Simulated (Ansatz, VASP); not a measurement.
# I: VASP beside Ansatz

Contents of INCAR:

```
  PREC = Accurate
  ENCUT = 500
  EDIFF = 1E-6
  ISMEAR = -1
  SIGMA = 0.0086
  LREAL = False
  LASPH = True
  NELM = 120
  ALGO = Normal
  ISIF = 2
  LWAVE = False
  LCHARG = True
  GGA = PE
  LELF = True
  LVHAR = True
  NBANDS = 10
  GGA_COMPAT = False
```

File KPOINTS:

```
Automatic mesh
0
Gamma
  6 6 6
```

The input POSCAR:

```
I
1.0
    0.0000000000      2.3656004428      3.9098401324
    2.1922454667      0.0000000000      3.9098401324
    2.1922454667      2.3656004428      0.0000000000
I
1
Direct
    0.0000000000      0.0000000000      0.0000000000
```

Input for Ansatz:

```yaml
crystal:
  lattice:
    - [0.0, 2.3656004428, 3.9098401324]
    - [2.1922454667, 0.0, 3.9098401324]
    - [2.1922454667, 2.3656004428, 0.0]
  atoms:
    - { symbol: I, position: [0.0, 0.0, 0.0] }
basis: {}
kpoints:
  mp_grid: { grid: [6, 6, 6] }
hamiltonian:
  xc: pbe
  pseudopotentials: { kind: nc }
scf:
  occupations: { method: fermi_dirac, width: 0.0086 }
  algorithm: density_mixing
  max_iter: 56
output:
  forces: true
  stress: true
  eigenvalues: true
```

Alike in both runs: task single point; functional PBE; k mesh 6 × 6 × 6; occupations fermi-dirac, width 0.0086 eV; no spin polarisation.

```csv
,VASP,Ansatz
version,VASP 6.6.1,Ansatz 0.2.0
potentials or method,"VASP PAW PBE potentials, release 64 (I)","scalar-relativistic, plane waves, norm-conserving potentials"
plane-wave cutoff (eV),500,952
valence electrons in the cell,7,7
```

|  | VASP | Ansatz | Ansatz less VASP |
| --- | --- | --- | --- |
| gap on the k mesh at the Fermi level (eV) | none | none | - |
| pressure (GPa) | 0.6 | 0.6 | +0.03 |
| traceless stress, the component that is largest in VASP (GPa) | -0.31 | -0.29 | +0.015 |

A gap of «none» marks a metal or a gap that the smearing closes.

Spin-orbit coupling is off throughout.
